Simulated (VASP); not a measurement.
# SiHC (P-6m2) in VASP: a series of runs

The runs below take SiHC through single point, relaxation of cell and atoms, with PBE.

All numbers are computed with VASP 6.6.1; they aren't measurements. Logs are shortened: lines on timing, memory, paths and dates and some standing lists are left out, and cuts for length are marked.

## (1) The cell of the first run

The structure is hexagonal, space group P-6m2 (No. 187). Conventional cell: a = 3.260 Å, b = 3.260 Å, c = 2.862 Å, α = 90.00°, β = 90.00°, γ = 120.00°. Si (site symmetry -6m2) has 3 C at 1.88 Å and 6 H at 2.36 Å within 2.5 Å. H (site symmetry -6m2) has 2 C at 1.43 Å within 1.9 Å. Within 1.9 Å of C (site symmetry -6m2) lie 2 H at 1.43 Å and 3 Si at 1.88 Å.

The cell was generated, and may not be a known phase.

## (2) Single point, PBE

Contents of INCAR:

```
PREC = Accurate
ENCUT = 520
EDIFF = 1E-6
ISMEAR = 0
SIGMA = 0.1
LREAL = False
LASPH = True
NELM = 80
ALGO = Normal
ISIF = 2
LWAVE = False
LCHARG = False
GGA = PE
NBANDS = 12
```

Contents of KPOINTS:

```
Automatic mesh
0
Gamma
  6 6 6
```

Contents of POSCAR:

```
SiHC
1.0
    3.2598740659      0.0000000000      0.0000000000
   -1.6299370330      2.8231337542      0.0000000000
    0.0000000000      0.0000000000      2.8622904853
Si H C
1 1 1
Direct
    0.3333333333      0.6666666667      0.5000000000
    0.6666666667      0.3333333333      0.0000000000
    0.6666666667      0.3333333333      0.5000000000
```

Potentials or basis: VASP PAW PBE potentials, release 64 (Si, H, C).

Started as:

```console
> cat potpaw_PBE.64/Si/POTCAR potpaw_PBE.64/H/POTCAR potpaw_PBE.64/C/POTCAR > POTCAR
> mpirun -np 1 vasp_std > vasp.out
```

OUTCAR:

```text
PREC = Accurate
   ENCUT = 520
   EDIFF = 1E-6
   ISMEAR = 0
   LREAL = False
   LASPH = True
   NELM = 80
   ISIF = 2
   GGA = PE

 ion  position               nearest neighbor table
   1  0.333  0.667  0.500-   3 1.88   3 1.88   3 1.88
   2  0.667  0.333  0.000-   3 1.43   3 1.43
   3  0.667  0.333  0.500-   2 1.43   2 1.43   1 1.88   1 1.88   1 1.88

  LATTYP: Found a hexagonal cell.
 ALAT       =     3.2598740659
 C/A-ratio  =     0.8780371350

  Lattice vectors:

 A1 = (   3.2598740659,   0.0000000000,   0.0000000000)
 A2 = (  -1.6299370330,   2.8231337542,   0.0000000000)
 A3 = (   0.0000000000,   0.0000000000,   2.8622904853)

Analysis of symmetry for initial positions (statically):
=====================================================================
 Subroutine PRICEL returns:
 Original cell was already a primitive cell.

 Routine SETGRP: Setting up the symmetry group for a
 hexagonal supercell.

 Subroutine GETGRP returns: Found 12 space group operations
 (whereof 12 operations were pure point group operations)
 out of a pool of 24 trial point group operations.

The static configuration has the point symmetry D_3h.

Analysis of symmetry for dynamics (positions and initial velocities):
=====================================================================
 Subroutine PRICEL returns:
 Original cell was already a primitive cell.

 Routine SETGRP: Setting up the symmetry group for a
 hexagonal supercell.

 Subroutine GETGRP returns: Found 12 space group operations
 (whereof 12 operations were pure point group operations)
 out of a pool of 24 trial point group operations.

The dynamic configuration has the point symmetry D_3h.

 Subroutine INISYM returns: Found 12 space group operations
 (whereof 12 operations are pure point group operations),
 and found     1 'primitive' translations

----------------------------------------------------------------------------------------

                                     Primitive cell

  volume of cell :      26.3418

  direct lattice vectors                    reciprocal lattice vectors
     3.259874066  0.000000000  0.000000000     0.306760316  0.177108151  0.000000000
    -1.629937033  2.823133754  0.000000000     0.000000000  0.354216303  0.000000000
     0.000000000  0.000000000  2.862290485     0.000000000  0.000000000  0.349370550

  length of vectors
     3.259874066  3.259874066  2.862290485     0.354216303  0.354216303  0.349370550

  position of ions in fractional coordinates (direct lattice)
     0.333333333  0.666666667  0.500000000
     0.666666667  0.333333333  0.000000000
     0.666666667  0.333333333  0.500000000

  ion indices of the primitive-cell ions
   primitive index   ion index
                 1           1
                 2           2
                 3           3

----------------------------------------------------------------------------------------

 KPOINTS: Automatic mesh

Automatic generation of k-mesh.
 Grid dimensions read from file:
 generate k-points for:    6    6    6

 Generating k-lattice:

  Cartesian coordinates                     Fractional coordinates (reciprocal lattice)
     0.051126719  0.029518025  0.000000000     0.166666667 -0.000000000  0.000000000
     0.000000000  0.059036050  0.000000000     0.000000000  0.166666667  0.000000000
     0.000000000  0.000000000  0.058228425     0.000000000  0.000000000  0.166666667

  Length of vectors
     0.059036050  0.059036050  0.058228425

  Shift w.r.t. Gamma in fractional coordinates (k-lattice)
     0.000000000  0.000000000  0.000000000

 Subroutine IBZKPT returns following result:
 ===========================================

 Found     28 irreducible k-points:

 Following reciprocal coordinates:
            Coordinates               Weight
  0.000000  0.000000  0.000000      1.000000
  0.166667 -0.000000  0.000000      6.000000
  0.333333 -0.000000  0.000000      6.000000
  0.500000 -0.000000  0.000000      3.000000
  0.166667  0.166667  0.000000      6.000000
  0.333333  0.166667  0.000000     12.000000
[... 16 lines left out ...]
  0.166667 -0.000000  0.500000      6.000000
  0.333333 -0.000000  0.500000      6.000000
 [... further k-points ...]
   k-points           NKPTS =     28   k-points in BZ     NKDIM =     28   number of bands    NBANDS=     12
   number of dos      NEDOS =    301   number of ions     NIONS =      3
   total plane-waves  NPLWV =  13824
   dimension x,y,z NGX =    24 NGY =   24 NGZ =   24
   dimension x,y,z NGXF=    48 NGYF=   48 NGZF=   48
   ions per type =               1   1   1
   NGX,Y,Z   is equivalent  to a cutoff of  12.24, 12.24, 13.94 a.u.
   NGXF,Y,Z  is equivalent  to a cutoff of  24.48, 24.48, 27.88 a.u.
 SYSTEM =  unknown system
   PREC   = accura    normal or accurate (medium, high low for compatibility)
   ISTART =      0    job   : 0-new  1-cont  2-samecut
   ICHARG =      2    charge: 1-file 2-atom 10-const
   ISPIN  =      1    spin polarized calculation?
   LNONCOLLINEAR =      F non collinear calculations
   LSORBIT =      F    spin-orbit coupling
   LASPH  =      T    aspherical Exc in radial PAW
   ENCUT  =  520.0 eV  38.22 Ry    6.18 a.u.   6.06  6.06  5.32*2*pi/ulx,y,z
   NELM   =     80;   NELMIN=  2; NELMDL= -5     # of ELM steps
   EDIFF  = 0.1E-05   stopping-criterion for ELM
   LREAL  =      F    real-space projection
[... 7 lines left out ...]
   TEBEG  =    0.0;   TEEND  =   0.0 temperature during run
   PSTRESS=    0.0 pullay stress
   NELECT =       9.0000    total number of electrons
   NUPDOWN=      -1.0000    fix difference up-down
   EMIN   =  10.00;   EMAX   =-10.00  energy-range for DOS
   EFERMI =   0.00;   METHOD = LEGACY
   ISMEAR =     0;   SIGMA  =   0.10  broadening in eV -4-tet -1-fermi 0-gaus
   EFERMI_NEDOS =   21; number of points for ismear=-14 and -15
   IALGO  =     38    algorithm
   IMIX   =      4    mixing-type and parameters
     AMIX     =   0.40;   BMIX     =  1.00
     AMIX_MAG =   1.60;   BMIX_MAG =  1.00
  volume/ion in A,a.u.               =       8.78        59.25
  Fermi-wavevector in a.u.,A,eV,Ry     =   1.144477  2.162748 17.821281  1.309827
  Thomas-Fermi vector in A             =   2.281169
   LORBIT       =      0    0 simple, 1 ext, 2 COOP (PROOUT), +10 PAW based schemes
   GGA     = PE    functional components
   LHFCALC =     F    Hartree Fock is set to
   AEXX    =    0.0000 exact exchange contribution
   IVDW    =     0    specifies the selected vdW correction
   LEPSILON=     F    determine dielectric tensor
   LRPA    =     F    only Hartree local field effects (RPA)
 non-spin polarized calculation
 Gauss-broadening in eV      SIGMA  =   0.10
  energy-cutoff  :      520.00
  volume of cell :       26.34
 maximum number of plane-waves:       720
   NGX = 13   NGY = 13   NGZ = 11

 number of electron       8.9999999 magnetization

 Free energy of the ion-electron system (eV)
  ---------------------------------------------------
  ext. energy  EPLUGINS =         0.00000000
  ---------------------------------------------------
  free energy    TOTEN  =       -16.14909263 eV

  energy without entropy =      -16.14651623  energy(sigma->0) =      -16.14780443

 E-fermi :   7.9066     XC(G=0): -10.7625

 val. band max:        7.7043662238   @ k =   0.3333  -0.0000   0.0000
 cond. band min:       7.9545110629   @ k =   0.3333  -0.0000   0.1667
 fundamental gap:      0.2501448392
 Fermi energy:         7.9065744413

 k-point     1 :       0.0000    0.0000    0.0000
  band No.  band energies     occupation
      1      -9.0197      2.00000
      2       4.0107      2.00000
      3       4.0107      2.00000
      4       5.8318      2.00000
      5       6.7744      2.00000
      6       8.9602      0.00000
      7      11.7120      0.00000
      8      11.7120      0.00000
      9      17.3288      0.00000
     10      17.6421      0.00000
     11      24.7833      0.00000
     12      24.7833      0.00000

 k-point     2 :       0.1667   -0.0000    0.0000
  band No.  band energies     occupation
      1      -8.6370      2.00000
      2       1.7492      2.00000
      3       3.5419      2.00000
      4       6.0814      2.00000
      5       8.1540      0.00047
      6       9.2284      0.00000
      7      11.3778      0.00000
      8      12.9832      0.00000
      9      16.7153      0.00000
     10      19.5955      0.00000
     11      23.3613      0.00000
     12      24.1145      0.00000

 k-point     3 :       0.3333   -0.0000    0.0000
  band No.  band energies     occupation
      1      -7.6105      2.00000
      2      -1.1513      2.00000
      3       2.8161      2.00000
      4       6.6705      2.00000
      5       7.7044      1.99576
      6      10.1218      0.00000
      7      12.7654      0.00000
      8      15.0407      0.00000
      9      15.9024      0.00000
     10      21.6960      0.00000
     11      23.1567      0.00000
     12      23.3769      0.00000
[... 286 lines left out ...]
 k-point    23 :       0.1667   -0.0000    0.5000
  band No.  band energies     occupation
      1      -6.0274      2.00000
      2      -2.7238      2.00000
      3       3.3364      2.00000
      4       4.4517      2.00000
      5       8.0918      0.00881
      6      12.0270      0.00000
      7      13.7872      0.00000
      8      14.7575      0.00000
      9      15.9927      0.00000
     10      16.0789      0.00000
     11      20.8914      0.00000
     12      22.1496      0.00000

 k-point    24 :       0.3333   -0.0000    0.5000
  band No.  band energies     occupation
      1      -5.0165      2.00000
      2      -1.9081      2.00000
      3       0.8226      2.00000
      4       3.8328      2.00000
      5       5.9198      2.00000
      6      11.1099      0.00000
      7      14.3026      0.00000
      8      14.7246      0.00000
      9      16.4591      0.00000
     10      17.6512      0.00000
     11      22.0655      0.00000
     12      24.5049      0.00000

 [... further k-points ...]
[... 5 lines left out ...]
  --------------------------------------------------------------------------------------
  -------------------------------------------------------------------------------------
  Total       -0.0212703     -0.0212703      0.0007640      0.0000000     -0.0000000      0.0000000
  in kB       -1.2937110     -1.2937110      0.0464709      0.0000000     -0.0000000      0.0000000
  external PRESSURE =      -0.8469837 kB  Pullay stress =       0.0000000 kB

 VOLUME and BASIS-vectors are now :
 -----------------------------------------------------------------------------
  energy-cutoff  :      520.00
  volume of cell :       26.34
      direct lattice vectors                 reciprocal lattice vectors
     3.259874066  0.000000000  0.000000000     0.306760316  0.177108151  0.000000000
    -1.629937033  2.823133754  0.000000000     0.000000000  0.354216303  0.000000000
     0.000000000  0.000000000  2.862290485     0.000000000  0.000000000  0.349370550

 POSITION                                       TOTAL-FORCE (eV/Angst)
 -----------------------------------------------------------------------------------
     -0.00000      1.88209      1.43115         0.000000     -0.000000      0.000000
      1.62994      0.94104      0.00000         0.000000      0.000000      0.000000
      1.62994      0.94104      1.43115        -0.000000     -0.000000      0.000000
 -----------------------------------------------------------------------------------
    total drift:                               -0.000000      0.000000      0.000000

  FREE ENERGIE OF THE ION-ELECTRON SYSTEM (eV)
  ---------------------------------------------------
  free  energy   TOTEN  =       -16.1490926309 eV

  energy  without entropy=      -16.1465162272  energy(sigma->0) =      -16.14780443
```

Run time: 5.5 s. Hardware: 1 thread of AMD EPYC 9R45 (Zen 5), shared host; peak memory 0.11 GiB.

Results:

```yaml
Free_energy: -16.1491 eV
Pressure: -0.1 GPa
Band_gap_on_the_k_mesh: zero (an odd number of electrons rules out a gap without spin polarisation)
```

Caveat: the k points lie up to 0.37 Å⁻¹ apart, too coarse for converged energies and pressures of a metal; an odd number of electrons without spin polarisation forces a metal; a magnetic or distorted state may lie lower.

## (3) Relaxation of cell and atoms, PBE

This run uses another cell than the first one, of 14.74 Å³/atom.

Contents of INCAR:

```
SYSTEM = SiHC
ALGO     = Normal         ! electronic algorithm
EDIFF    = 1E-7           ! SCF threshold, eV
EDIFFG   = -0.04          ! ionic threshold
ENCUT    = 600            ! plane-wave cutoff, eV
GGA      = PE             ! functional
IBRION   = 2              ! ionic algorithm
ISIF     = 3              ! what is computed and relaxed
ISMEAR   = 0              ! smearing method
LASPH    = .TRUE.         ! aspherical terms in the spheres
LCHARG   = .FALSE.        ! write CHGCAR
LREAL    = .FALSE.        ! projectors in reciprocal space
LWAVE    = .FALSE.        ! write WAVECAR
NELM     = 80             ! most SCF steps
NSW      = 90             ! ionic steps
PREC     = Accurate       ! precision mode
SIGMA    = 0.1            ! smearing width, eV
```

Contents of KPOINTS:

```
k-points
0
G
  6 6 6
  0 0 0
```

Contents of POSCAR:

```
SiHC
1.0
    4.2684053400      0.0000000000      0.0000000000
   -2.1342026700      3.6965474600      0.0000000000
    0.0000000000      0.0000000000      2.8019655900
Si H C
1 1 1
Direct
    0.3333333300      0.6666666700      0.5000000000
    0.6666666700      0.3333333300      0.0000000000
    0.6666666700      0.3333333300      0.5000000000
```

Potentials or basis: VASP PAW PBE potentials, release 64 (Si, H, C).

Started as:

```console
> cat potpaw_PBE.64/Si/POTCAR potpaw_PBE.64/H/POTCAR potpaw_PBE.64/C/POTCAR > POTCAR
> mpirun -np 1 vasp_std > vasp.out
```

Wall time 71 s (1 thread of AMD EPYC 9R45 (Zen 5), shared host); peak memory 0.16 GiB.

Results (log left out):

- Free energy: -16.1584 eV
- Relaxed volume: 8.78 Å³/atom
- Relaxed cell: a = 3.260 Å, b = 3.260 Å, c = 2.860 Å, α = 90.00°, β = 90.00°, γ = 120.00°
- Space group after relaxing (to 0.1 Å): P-6m2 (No. 187)
- Energy gained by relaxing: 802.5 meV/atom
- Ionic steps: 12
- Pressure after relaxing: -0.1 GPa
- Band gap on the k mesh: zero (an odd number of electrons rules out a gap without spin polarisation)

Stress tensor (GPa, compression positive):
```
-0.21  0.00  0.00
 0.00 -0.21  0.00
 0.00  0.00  0.24
```

Step by step:
| step | energy change (eV) | largest force (eV/Å) | pressure (GPa) | volume (Å³) |
| --- | --- | --- | --- | --- |
| 1 | 0.0000 | 0.0000 | -21.26 | 44.21 |
| 2 | -1.6524 | 0.0000 | -16.67 | 32.80 |
| 3 | -2.1626 | 0.0000 | 0.17 | 27.21 |
| 4 | -2.1763 | 0.0000 | 6.37 | 26.09 |
| 5 | -2.1768 | 0.0000 | 4.48 | 26.41 |
| 6 | -2.3060 | 0.0000 | 5.22 | 25.62 |
| 7 | -2.3692 | 0.0000 | 6.95 | 25.28 |
| 8 | -2.2241 | 0.0000 | 16.82 | 24.52 |
| 9 | -2.3738 | 0.0000 | 9.05 | 25.08 |
| 10 | -2.3760 | 0.0000 | 8.45 | 25.13 |
| 11 | -2.3940 | 0.0000 | -4.95 | 27.17 |
| 12 | -2.4075 | 0.0000 | -0.06 | 26.33 |

Final structure:
```
CELL_PARAMETERS angstrom
3.26033 0.00000 0.00000
-1.63017 2.82353 0.00000
0.00000 0.00000 2.86039
ATOMIC_POSITIONS crystal
Si 0.33333 0.66667 0.50000
H 0.66667 0.33333 0.00000
C 0.66667 0.33333 0.50000
```

Levels at points of the mesh, in eV from the Fermi level:
```
           k point  band 1  band 2  band 3  band 4  band 5  band 6  band 7  band 8
(0.00, 0.00, 0.00)  -16.92   -3.89   -3.89   -2.06   -1.14    1.08    3.81    3.81
(0.50, 0.00, 0.00)  -14.69  -10.56   -5.39   -0.86   -0.60    2.73    5.56    6.33
(0.00, 0.00, 0.50)  -14.30  -10.96   -3.07   -3.07    1.39    3.58    5.66    5.66
(0.50, 0.00, 0.50)  -12.08   -9.26   -8.49   -4.33   -3.10    2.78    5.76    6.36
```

Caveat: the k points lie up to 0.37 Å⁻¹ apart in the final cell, too coarse for converged energies and pressures of a metal; the volume moved by over 15 % at a fixed basis, so the end points are rough; an odd number of electrons without spin polarisation forces a metal; a magnetic or distorted state may lie lower.

The gap in the log of VASP goes by the Fermi energy; the results here count the filled bands.